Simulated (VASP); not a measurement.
# NaCu (P-6m2) in VASP: relaxation of cell and atoms with PBE

Aim: the relaxation of cell and atoms of NaCu with PBE.

Everything below comes from runs of VASP 6.6.1. Logs are shortened: lines on timing, memory, paths and dates and some standing lists are left out, and cuts for length are marked.

**1. The cell of the first run**

Symmetry: P-6m2, No. 187, hexagonal system. The conventional cell has a = 2.832 Å, b = 2.832 Å, c = 5.028 Å, α = 90.00°, β = 90.00°, γ = 120.00°. Na (site symmetry -6m2) has 6 Na at 2.83 Å and 6 Cu at 3.00 Å within 3.7 Å. Within 3.7 Å of Cu (site symmetry -6m2) lie 6 Cu at 2.83 Å and 6 Na at 3.00 Å.

**2. Relaxation of cell and atoms, PBE**

File INCAR:

```
SYSTEM = NaCu
  PREC = Accurate
  ENCUT = 600
  EDIFF = 1E-6
  ISMEAR = 0
  SIGMA = 0.1
  LREAL = .False.
  LASPH = .True.
  NELM = 100
  ALGO = Normal
  ISIF = 3
  LWAVE = .False.
  LCHARG = .False.
  GGA = PE
  IBRION = 2
  NSW = 100
  EDIFFG = -0.005
```

File KPOINTS:

```
Automatic mesh
0
Gamma
  18 18 8
  0 0 0
```

File POSCAR:

```
NaCu
1.0
    2.8319903392      0.0000000000      0.0000000000
   -1.4159951696      2.4525755770      0.0000000000
    0.0000000000      0.0000000000      5.0282902887
Na Cu
1 1
Direct
    0.3333333333      0.6666666667      0.5000000000
    0.0000000000      0.0000000000      0.0000000000
```

Potentials or basis: VASP PAW PBE potentials, release 64 (Na_pv, Cu).

The run is started by

```sh
$ cat potpaw_PBE.64/Na_pv/POTCAR potpaw_PBE.64/Cu/POTCAR > POTCAR
$ mpirun -np 1 vasp_std > vasp.out
```

OUTCAR:

```text
SYSTEM = NaCu
   PREC = Accurate
   ENCUT = 600
   EDIFF = 1E-6
   ISMEAR = 0
   LREAL = .False.
   LASPH = .True.
   NELM = 100
   ISIF = 3
   GGA = PE
   IBRION = 2
   NSW = 100
   EDIFFG = -0.005

 ion  position               nearest neighbor table
   1  0.333  0.667  0.500-
   2  0.000  0.000  0.000-

  LATTYP: Found a hexagonal cell.
 ALAT       =     2.8319903392
 C/A-ratio  =     1.7755322888

  Lattice vectors:

 A1 = (   2.8319903392,   0.0000000000,   0.0000000000)
 A2 = (  -1.4159951696,   2.4525755770,   0.0000000000)
 A3 = (   0.0000000000,   0.0000000000,   5.0282902887)

Analysis of symmetry for initial positions (statically):
=====================================================================
 Subroutine PRICEL returns:
 Original cell was already a primitive cell.

 Routine SETGRP: Setting up the symmetry group for a
 hexagonal supercell.

 Subroutine GETGRP returns: Found 12 space group operations
 (whereof 12 operations were pure point group operations)
 out of a pool of 24 trial point group operations.

The static configuration has the point symmetry D_3h.

Analysis of symmetry for dynamics (positions and initial velocities):
=====================================================================
 Subroutine PRICEL returns:
 Original cell was already a primitive cell.

 Routine SETGRP: Setting up the symmetry group for a
 hexagonal supercell.

 Subroutine GETGRP returns: Found 12 space group operations
 (whereof 12 operations were pure point group operations)
 out of a pool of 24 trial point group operations.

The dynamic configuration has the point symmetry D_3h.

 Subroutine INISYM returns: Found 12 space group operations
 (whereof 12 operations are pure point group operations),
 and found     1 'primitive' translations

----------------------------------------------------------------------------------------

                                     Primitive cell

  volume of cell :      34.9248

  direct lattice vectors                    reciprocal lattice vectors
     2.831990339  0.000000000  0.000000000     0.353108549  0.203867316  0.000000000
    -1.415995170  2.452575577  0.000000000     0.000000000  0.407734632  0.000000000
     0.000000000  0.000000000  5.028290289     0.000000000  0.000000000  0.198874755

  length of vectors
[... 100 lines left out ...]
   IMIX   =      4    mixing-type and parameters
     AMIX     =   0.40;   BMIX     =  1.00
     AMIX_MAG =   1.60;   BMIX_MAG =  1.00
  volume/ion in A,a.u.               =      17.46       117.84
  Fermi-wavevector in a.u.,A,eV,Ry     =   1.312565  2.480388 23.440484  1.722827
  Thomas-Fermi vector in A             =   2.442948
   LORBIT       =      0    0 simple, 1 ext, 2 COOP (PROOUT), +10 PAW based schemes
   GGA     = PE    functional components
   LHFCALC =     F    Hartree Fock is set to
   AEXX    =    0.0000 exact exchange contribution
   IVDW    =     0    specifies the selected vdW correction
   LEPSILON=     F    determine dielectric tensor
   LRPA    =     F    only Hartree local field effects (RPA)
 conjugate gradient relaxation of ions
 non-spin polarized calculation
 Gauss-broadening in eV      SIGMA  =   0.10
  energy-cutoff  :      600.00
  volume of cell :       34.92
 maximum number of plane-waves:      1184
 NGX is ok and might be reduce to    24
   NGX = 11   NGY = 11   NGZ = 21

--------------------------------------- Ionic step        1  -------------------------------------------

 number of electron      18.0000000 magnetization

 Free energy of the ion-electron system (eV)
  ---------------------------------------------------
  ext. energy  EPLUGINS =         0.00000000
  ---------------------------------------------------
  free energy    TOTEN  =        -4.27643507 eV

  energy without entropy =       -4.27311159  energy(sigma->0) =       -4.27477333

------------------------ aborting loop because EDIFF is reached ----------------------------------------

  FORCE on cell =-STRESS in cart. coord.  units (eV):
  Direction    XX          YY          ZZ          XY          YZ          ZX
  --------------------------------------------------------------------------------------
  -------------------------------------------------------------------------------------
  Total        0.2304716      0.2304716     -0.0515288      0.0000000     -0.0000000      0.0000000
  in kB       10.5728844     10.5728844     -2.3638839      0.0000000     -0.0000000      0.0000000
  external PRESSURE =       6.2606283 kB  Pullay stress =       0.0000000 kB
[... 167 lines left out ...]
--------------------------------------- Ionic step        6  -------------------------------------------

 number of electron      18.0000005 magnetization

 Free energy of the ion-electron system (eV)
  ---------------------------------------------------
  ext. energy  EPLUGINS =         0.00000000
  ---------------------------------------------------
  free energy    TOTEN  =        -4.27969794 eV

  energy without entropy =       -4.27620362  energy(sigma->0) =       -4.27795078

 E-fermi :   3.4988     XC(G=0):  -9.6030

 val. band max:        3.4752665206   @ k =   0.2222   0.0556   0.2500
 cond. band min:       3.5040888222   @ k =   0.2222   0.1667   0.5000
 fundamental gap:      0.0288223015
 Fermi energy:         3.4988413887

 k-point     1 :       0.0000    0.0000    0.0000
  band No.  band energies     occupation
      1     -21.1657      2.00000
      2     -21.1314      2.00000
      3     -21.1314      2.00000
      4      -2.6894      2.00000
      5       0.4585      2.00000
      6       1.2092      2.00000
      7       1.2092      2.00000
      8       1.5526      2.00000
      9       1.5526      2.00000
     10       3.4520      1.49194
     11       5.2881      0.00000
     12      19.5000      0.00000
     13      19.5000      0.00000
[... 354 lines left out ...]
  band No.  band energies     occupation
      1     -21.4328      2.00000
      2     -21.2227      2.00000
      3     -21.1075      2.00000
      4       0.4452      2.00000
      5       0.7679      2.00000
      6       1.0703      2.00000
      7       1.3537      2.00000
      8       1.6463      2.00000
      9       3.1624      2.00000
     10       5.7556      0.00000
     11       8.1418      0.00000
     12       9.5670      0.00000
     13      11.5579      0.00000

 [... further k-points ...]

------------------------ aborting loop because EDIFF is reached ----------------------------------------

  FORCE on cell =-STRESS in cart. coord.  units (eV):
  Direction    XX          YY          ZZ          XY          YZ          ZX
  --------------------------------------------------------------------------------------
  -------------------------------------------------------------------------------------
  Total        0.0001400      0.0001400      0.0037686      0.0000000      0.0000000     -0.0000000
  in kB        0.0063063      0.0063063      0.1697714      0.0000000      0.0000000     -0.0000000
  external PRESSURE =       0.0607946 kB  Pullay stress =       0.0000000 kB
[... 17 lines left out ...]
  FREE ENERGIE OF THE ION-ELECTRON SYSTEM (eV)
  ---------------------------------------------------
  free  energy   TOTEN  =        -4.2796979354 eV

  energy  without entropy=       -4.2762036157  energy(sigma->0) =       -4.27795078

 reached required accuracy - stopping structural energy minimisation
```

Wall time 3.9 min (1 thread of Intel Xeon Platinum 8259CL at 2.50GHz (Skylake/Cascade Lake), shared host); peak memory 0.25 GiB.

What came out:

| Item | Value |
| --- | --- |
| Free energy | -4.2797 eV |
| Relaxed volume | 17.78 Å³/atom |
| Relaxed cell | a = 2.870 Å, b = 2.870 Å, c = 4.984 Å, α = 90.00°, β = 90.00°, γ = 120.00° |
| Space group after relaxing (to 0.1 Å) | P-6m2 (No. 187) |
| Energy gained by relaxing | 1.6 meV/atom |
| Ionic steps | 6 |
| Pressure after relaxing | 0.0 GPa |
| Band gap on the k mesh | zero (bands 9 and 10 overlap by 5.19 eV) |

Step by step:
| step | energy change (eV) | largest force (eV/Å) | pressure (GPa) | volume (Å³) |
| --- | --- | --- | --- | --- |
| 1 | 0.0000 | 0.0000 | 0.63 | 34.92 |
| 2 | -0.0020 | 0.0000 | 0.25 | 35.27 |
| 3 | -0.0030 | 0.0000 | -0.26 | 35.81 |
| 4 | -0.0030 | 0.0000 | -0.18 | 35.73 |
| 5 | -0.0032 | 0.0000 | -0.10 | 35.64 |
| 6 | -0.0033 | 0.0000 | 0.01 | 35.57 |

Final structure:
```
CELL_PARAMETERS angstrom
2.87048 0.00000 0.00000
-1.43524 2.48591 0.00000
0.00000 0.00000 4.98409
ATOMIC_POSITIONS crystal
Na 0.33333 0.66667 0.50000
Cu 0.00000 0.00000 0.00000
```

The gap in the log of VASP goes by the Fermi energy; the results here count the filled bands.